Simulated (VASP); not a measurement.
Sb:

```
Sb
1.0
    -1.57758    1.58021    2.71183
     1.56699   -1.54428    2.68478
     1.60429    1.57099   -2.69094
Sb
1
Direct
  0.01775 0.00466 0.01701
```

This cell differs from its parent crystal: the cell strained at random.

Base run:

```yaml
Program: VASP 6.6.1
Functional: PBE
Potentials_or_basis: VASP PAW PBE potentials, release 64 (Sb)
Cutoff: 520 eV
k_mesh: 12 × 12 × 12
Occupations: fermi-dirac, width 0.05 eV
Spin: no spin polarisation
```

Its results: pressure 1.6 GPa.

Question: The run is repeated on the same cell with these changes: functional from PBE to PBEsol; further incar settings from ALGO = Normal; EDIFF = 1e-06; NBANDS = 8 to ALGO = Normal; EDIFF = 1e-07; NBANDS = 8. What comes out?

Answer: Pressure -1.3 GPa.

Caveats: the PAW data sets were made with another functional, which shifts forces and pressure a little (some runs).
